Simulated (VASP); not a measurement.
# Co3Ru2 (P-6m2) in VASP: single point with PBE

Aim: the single point of Co3Ru2 with PBE.

Everything below comes from runs of VASP 6.6.1. Logs are shortened: lines on timing, memory, paths and dates and some standing lists are left out, and cuts for length are marked.

**1. The cell of the first run**

Symmetry: P-6m2, No. 187, hexagonal system. The conventional cell has a = 2.631 Å, b = 2.631 Å, c = 20.405 Å, α = 90.00°, β = 90.00°, γ = 120.00°. Co (site symmetry 3m) has 9 Co at 2.47 to 2.63 Å and 3 Ru at 2.58 Å within 3.3 Å. Co (site symmetry -6m2) has 12 Co at 2.47 to 2.63 Å within 3.3 Å. Co (site symmetry 3m) has 12 Co at 2.47 to 2.63 Å within 3.3 Å. Within 3.4 Å of Co (site symmetry -6m2) lie 6 Ru at 2.57 Å and 6 Co at 2.63 Å. Ru (site symmetry 3m) has 3 Co at 2.57 Å and 9 Ru at 2.63 to 2.64 Å within 3.4 Å. Ru (site symmetry 3m) has 3 Co at 2.58 Å and 9 Ru at 2.63 to 2.64 Å within 3.4 Å.

**2. Single point, PBE, collinear spin, ferromagnetic start**

INCAR reads:

```
SYSTEM = Co3Ru2
PREC     = Accurate       ! precision mode
ENCUT    = 520            ! plane-wave cutoff, eV
EDIFF    = 1E-6           ! SCF threshold, eV
ISMEAR   = 0              ! smearing method
SIGMA    = 0.1            ! smearing width, eV
LREAL    = .False.        ! projectors in reciprocal space
LASPH    = .True.         ! aspherical terms in the spheres
NELM     = 150            ! most SCF steps
ALGO     = Normal         ! electronic algorithm
ISIF     = 2              ! what is computed and relaxed
LWAVE    = .False.        ! write WAVECAR
LCHARG   = .False.        ! write CHGCAR
ISPIN    = 2              ! spin polarisation
MAGMOM   = 3 3 3 3 3 3 0 0 0 0 ! initial moments
LORBIT   = 11             ! projections on sites
LMAXMIX  = 4              ! l up to which the mixer works
GGA      = PE             ! functional
NBANDS   = 70             ! bands
```

KPOINTS reads:

```
regular mesh
0
Gamma
  6 6 1
  0 0 0
```

POSCAR reads:

```
Co3Ru2
1.0
    2.6310941199      0.0000000000      0.0000000000
   -1.3155470599      2.2785943476      0.0000000000
    0.0000000000      0.0000000000     20.4053443908
Co Ru
6 4
Direct
    0.3333333333      0.6666666667      0.8093546214
    0.3333333333      0.6666666667      0.0000000000
    0.3333333333      0.6666666667      0.1906453786
    0.6666666667      0.3333333333      0.9045491728
    0.6666666667      0.3333333333      0.0954508272
    0.6666666667      0.3333333333      0.5000000000
    0.3333333333      0.6666666667      0.3983498186
    0.3333333333      0.6666666667      0.6016501814
    0.6666666667      0.3333333333      0.2928290193
    0.6666666667      0.3333333333      0.7071709807
```

Potentials or basis: VASP PAW PBE potentials, release 64 (Co, Ru_pv).

Command:

```
cat potpaw_PBE.64/Co/POTCAR potpaw_PBE.64/Ru_pv/POTCAR > POTCAR
mpirun -np 1 vasp_std > vasp.out
```

OUTCAR:

```text
SYSTEM = Co3Ru2
   PREC = Accurate
   ENCUT = 520
   EDIFF = 1E-6
   ISMEAR = 0
   LREAL = .False.
   LASPH = .True.
   NELM = 150
   ISIF = 2
   ISPIN = 2
   LORBIT = 11
   GGA = PE

 ion  position               nearest neighbor table
   1  0.333  0.667  0.809-   4 2.47   4 2.47   4 2.47  10 2.58  10 2.58  10 2.58
   2  0.333  0.667  0.000-   4 2.47   5 2.47   4 2.47   5 2.47   4 2.47   5 2.47
   3  0.333  0.667  0.191-   5 2.47   5 2.47   5 2.47   9 2.58   9 2.58   9 2.58
   4  0.667  0.333  0.905-   1 2.47   1 2.47   1 2.47   2 2.47   2 2.47   2 2.47
   5  0.667  0.333  0.095-   3 2.47   3 2.47   3 2.47   2 2.47   2 2.47   2 2.47
   6  0.667  0.333  0.500-   7 2.57   8 2.57   7 2.57   8 2.57   7 2.57   8 2.57
   7  0.333  0.667  0.398-   6 2.57   6 2.57   6 2.57   9 2.64   9 2.64   9 2.64
   8  0.333  0.667  0.602-   6 2.57   6 2.57   6 2.57  10 2.64  10 2.64  10 2.64
   9  0.667  0.333  0.293-   3 2.58   3 2.58   3 2.58   7 2.64   7 2.64   7 2.64
  10  0.667  0.333  0.707-   1 2.58   1 2.58   1 2.58   8 2.64   8 2.64   8 2.64

  LATTYP: Found a hexagonal cell.
 ALAT       =     2.6310941199
 C/A-ratio  =     7.7554596913

  Lattice vectors:

 A1 = (   2.6310941199,   0.0000000000,   0.0000000000)
 A2 = (  -1.3155470599,   2.2785943476,   0.0000000000)
 A3 = (   0.0000000000,   0.0000000000,  20.4053443908)

Analysis of symmetry for initial positions (statically):
=====================================================================
 Subroutine PRICEL returns:
 Original cell was already a primitive cell.

 Routine SETGRP: Setting up the symmetry group for a
 hexagonal supercell.

 Subroutine GETGRP returns: Found 12 space group operations
 (whereof 12 operations were pure point group operations)
 out of a pool of 24 trial point group operations.

The static configuration has the point symmetry D_3h.

Analysis of symmetry for dynamics (positions and initial velocities):
=====================================================================
 Subroutine PRICEL returns:
 Original cell was already a primitive cell.

 Routine SETGRP: Setting up the symmetry group for a
 hexagonal supercell.

 Subroutine GETGRP returns: Found 12 space group operations
 (whereof 12 operations were pure point group operations)
 out of a pool of 24 trial point group operations.

The dynamic configuration has the point symmetry D_3h.

Analysis of structural, dynamic, and magnetic symmetry:
=====================================================================
 Subroutine PRICEL returns:
 Original cell was already a primitive cell.

 Routine SETGRP: Setting up the symmetry group for a
 hexagonal supercell.

 Subroutine GETGRP returns: Found 12 space group operations
 (whereof 12 operations were pure point group operations)
 out of a pool of 24 trial point group operations.

The overall configuration has the point symmetry D_3h.

 Subroutine INISYM returns: Found 12 space group operations
 (whereof 12 operations are pure point group operations),
 and found     1 'primitive' translations

----------------------------------------------------------------------------------------

                                     Primitive cell

  volume of cell :     122.3340

  direct lattice vectors                    reciprocal lattice vectors
     2.631094120  0.000000000  0.000000000     0.380070022  0.219433529  0.000000000
    -1.315547060  2.278594348  0.000000000     0.000000000  0.438867059  0.000000000
     0.000000000  0.000000000 20.405344391     0.000000000  0.000000000  0.049006769

  length of vectors
     2.631094120  2.631094120 20.405344391     0.438867059  0.438867059  0.049006769

  position of ions in fractional coordinates (direct lattice)
     0.333333333  0.666666667  0.809354621
     0.333333333  0.666666667  0.000000000
     0.333333333  0.666666667  0.190645379
     0.666666667  0.333333333  0.904549173
     0.666666667  0.333333333  0.095450827
     0.666666667  0.333333333  0.500000000
     0.333333333  0.666666667  0.398349819
     0.333333333  0.666666667  0.601650181
     0.666666667  0.333333333  0.292829019
     0.666666667  0.333333333  0.707170981

  ion indices of the primitive-cell ions
[... 58 lines left out ...]
   ICHARG =      2    charge: 1-file 2-atom 10-const
   ISPIN  =      2    spin polarized calculation?
   LNONCOLLINEAR =      F non collinear calculations
   LSORBIT =      F    spin-orbit coupling
   LASPH  =      T    aspherical Exc in radial PAW
   ENCUT  =  520.0 eV  38.22 Ry    6.18 a.u.   4.89  4.89 37.94*2*pi/ulx,y,z
   NELM   =    150;   NELMIN=  2; NELMDL= -5     # of ELM steps
   EDIFF  = 0.1E-05   stopping-criterion for ELM
   LREAL  =      F    real-space projection
   EDIFFG = 0.1E-04   stopping-criterion for IOM
   NSW    =      0    number of steps for IOM
   IBRION =     -1    ionic relax: 0-MD 1-quasi-New 2-CG
   NFREE  =      0    steps in history (QN), initial steepest desc. (CG)
   ISIF   =      2    stress and relaxation
   ISYM   =      2    0-nonsym 1-usesym 2-fastsym
   POTIM  = 0.5000    time-step for ionic-motion
   TEBEG  =    0.0;   TEEND  =   0.0 temperature during run
   PSTRESS=    0.0 pullay stress
   NELECT =     110.0000    total number of electrons
   NUPDOWN=      -1.0000    fix difference up-down
   EMIN   =  10.00;   EMAX   =-10.00  energy-range for DOS
   EFERMI =   0.00;   METHOD = LEGACY
   ISMEAR =     0;   SIGMA  =   0.10  broadening in eV -4-tet -1-fermi 0-gaus
   EFERMI_NEDOS =   21; number of points for ismear=-14 and -15
   IALGO  =     38    algorithm
   IMIX   =      4    mixing-type and parameters
     AMIX     =   0.40;   BMIX     =  1.00
     AMIX_MAG =   1.60;   BMIX_MAG =  1.00
  volume/ion in A,a.u.               =      12.23        82.56
  Fermi-wavevector in a.u.,A,eV,Ry     =   1.580120  2.985993 33.970725  2.496778
  Thomas-Fermi vector in A             =   2.680395
   LORBIT       =     11    0 simple, 1 ext, 2 COOP (PROOUT), +10 PAW based schemes
   GGA     = PE    functional components
   LHFCALC =     F    Hartree Fock is set to
   AEXX    =    0.0000 exact exchange contribution
   IVDW    =     0    specifies the selected vdW correction
   LEPSILON=     F    determine dielectric tensor
   LRPA    =     F    only Hartree local field effects (RPA)
 spin polarized calculation
 Gauss-broadening in eV      SIGMA  =   0.10
  energy-cutoff  :      520.00
  volume of cell :      122.33
 maximum number of plane-waves:      3369
 NGX is ok and might be reduce to    20
   NGX =  9   NGY =  9   NGZ = 75

 number of electron     109.9999975 magnetization      10.2117105

 number of electron     109.9999976 magnetization       8.8003340

 Free energy of the ion-electron system (eV)
  ---------------------------------------------------
  ext. energy  EPLUGINS =         0.00000000
  ---------------------------------------------------
  free energy    TOTEN  =       -78.08473782 eV

  energy without entropy =      -78.04101401  energy(sigma->0) =      -78.06287591

 E-fermi :  11.0974     XC(G=0): -13.5684

 val. band max:       11.0862304176   @ k =   0.1667   0.0000   0.0000
 cond. band min:      11.1084720220   @ k =   0.5000   0.0000   0.0000
 fundamental gap:      0.0222416043
 Fermi energy:        11.0973528139

 spin component 1

 k-point     1 :       0.0000    0.0000    0.0000
  band No.  band energies     occupation
      1     -32.3557      1.00000
      2     -32.3529      1.00000
      3     -31.7259      1.00000
      4     -31.7233      1.00000
      5     -31.6019      1.00000
      6     -31.6019      1.00000
[... 479 lines left out ...]
     66      15.7601      0.00000
     67      16.1430      0.00000
 Fermi energy:        11.0973528139

 spin component 2

 k-point     1 :       0.0000    0.0000    0.0000
  band No.  band energies     occupation
      1     -32.3772      1.00000
      2     -32.3744      1.00000
      3     -31.7500      1.00000
      4     -31.7473      1.00000
      5     -31.6103      1.00000
      6     -31.6103      1.00000
[... 479 lines left out ...]
     66      16.3968      0.00000
     67      16.6389      0.00000
 [bands above 67 left out]

------------------------ aborting loop because EDIFF is reached ----------------------------------------

  FORCE on cell =-STRESS in cart. coord.  units (eV):
  Direction    XX          YY          ZZ          XY          YZ          ZX
  --------------------------------------------------------------------------------------
  -------------------------------------------------------------------------------------
  Total       -0.1109255     -0.1109255     -0.3188871     -0.0000000      0.0000000     -0.0000000
  in kB       -1.4527621     -1.4527621     -4.1763813     -0.0000000      0.0000000     -0.0000000
  external PRESSURE =      -2.3606352 kB  Pullay stress =       0.0000000 kB

 VOLUME and BASIS-vectors are now :
 -----------------------------------------------------------------------------
  energy-cutoff  :      520.00
  volume of cell :      122.33
      direct lattice vectors                 reciprocal lattice vectors
     2.631094120  0.000000000  0.000000000     0.380070022  0.219433529  0.000000000
    -1.315547060  2.278594348  0.000000000     0.000000000  0.438867059  0.000000000
     0.000000000  0.000000000 20.405344391     0.000000000  0.000000000  0.049006769

 POSITION                                       TOTAL-FORCE (eV/Angst)
 -----------------------------------------------------------------------------------
     -0.00000      1.51906     16.51516         0.000000     -0.000000      0.013033
     -0.00000      1.51906      0.00000        -0.000000     -0.000000      0.000000
     -0.00000      1.51906      3.89018         0.000000     -0.000000     -0.013033
      1.31555      0.75953     18.45764         0.000000      0.000000      0.007184
      1.31555      0.75953      1.94771         0.000000     -0.000000     -0.007184
      1.31555      0.75953     10.20267        -0.000000     -0.000000      0.000000
     -0.00000      1.51906      8.12847        -0.000000     -0.000000      0.009277
     -0.00000      1.51906     12.27688        -0.000000     -0.000000     -0.009277
      1.31555      0.75953      5.97528        -0.000000      0.000000     -0.008274
      1.31555      0.75953     14.43007         0.000000      0.000000      0.008274
 -----------------------------------------------------------------------------------
    total drift:                               -0.000000      0.000000     -0.000000

  FREE ENERGIE OF THE ION-ELECTRON SYSTEM (eV)
  ---------------------------------------------------
  free  energy   TOTEN  =       -78.0847378167 eV

  energy  without entropy=      -78.0410140092  energy(sigma->0) =      -78.06287591

 total charge

# of ion       s       p       d       tot
------------------------------------------
    1        0.463   0.475   7.245   8.183
    2        0.461   0.460   7.232   8.153
    3        0.463   0.475   7.245   8.183
    4        0.462   0.462   7.229   8.153
    5        0.462   0.462   7.229   8.153
    6        0.469   0.502   7.245   8.215
    7        0.424   6.332   5.974  12.730
    8        0.424   6.332   5.974  12.730
    9        0.423   6.329   5.978  12.730
   10        0.423   6.329   5.978  12.730
--------------------------------------------------
tot          4.471  28.159  67.328  99.958

 magnetization (x)

# of ion       s       p       d       tot
------------------------------------------
    1       -0.008  -0.033   1.471   1.429
    2       -0.015  -0.055   1.720   1.650
    3       -0.008  -0.033   1.471   1.429
    4       -0.014  -0.051   1.705   1.641
    5       -0.014  -0.051   1.705   1.641
    6        0.004  -0.010   1.343   1.337
    7       -0.004  -0.007  -0.016  -0.027
    8       -0.004  -0.007  -0.016  -0.027
    9       -0.005  -0.009  -0.023  -0.037
   10       -0.005  -0.009  -0.023  -0.037
--------------------------------------------------
tot         -0.072  -0.265   9.337   8.999
```

Wall time 13 min (1 thread of Intel Xeon 8259CL, shared host); peak memory 0.34 GiB.

What came out:

```
Free energy                                           : -78.0847 eV
Pressure                                              : -0.2 GPa
Largest force                                         : 0.013 eV/Å
Net moment                                            : 8.80 μB per cell
Site moments                                          : Co +1.43, +1.65, +1.64, +1.34 (each value once); Ru -0.03, -0.04 (each value once) μB
Valence electrons inside the program's atomic spheres : Co 8.18, 8.15, 8.21 (each value once); Ru 12.73
```

Forces in eV/Å, atoms in the order of the input:
```
Co   0.000  0.000  0.013
Co   0.000  0.000  0.000
Co   0.000  0.000 -0.013
Co   0.000  0.000  0.007
Co   0.000  0.000 -0.007
Co   0.000  0.000  0.000
Ru   0.000  0.000  0.009
Ru   0.000  0.000 -0.009
Ru   0.000  0.000 -0.008
Ru   0.000  0.000  0.008
```

Stress tensor (GPa, compression positive):
```
-0.15  0.00  0.00
 0.00 -0.15  0.00
 0.00  0.00 -0.42
```

Caveat: the k points lie up to 0.46 Å⁻¹ apart.
